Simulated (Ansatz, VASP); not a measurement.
**One calculation of C, two programs**

```
CELL_PARAMETERS angstrom
2.49731 0.00000 0.00000
0.00000 3.53172 0.00000
0.00000 0.00000 17.24870
ATOMIC_POSITIONS crystal
C 0.00000 0.33610 0.48257
C 0.50000 0.16390 0.48257
C 0.50000 0.83610 0.51743
C 0.00000 0.66390 0.51743
```

Alike in both runs: functional LDA; k mesh 10 × 7 × 1; occupations fermi-dirac, width 0.02 eV; no spin polarisation.

Ansatz relaxed the structure, and its values are those at the end. VASP's run is a single point on that final structure, the one shown.

```csv
,VASP,Ansatz
version,VASP 6.6.1,Ansatz 0.2.0
potentials or method,"VASP PAW LDA potentials, release 64 (C), cutoff 520 eV","all-electron LAPW, scalar-relativistic"
```

|  | VASP | Ansatz | Ansatz less VASP |
| --- | --- | --- | --- |
| rms of the force components (eV/Å) | 0.021 | 0.004 | -0.0165 |

LDA's correlation is that of Perdew and Zunger in VASP and of Perdew and Wang (1992) in Ansatz. Ansatz ran all-electron here, and VASP with PAW potentials.
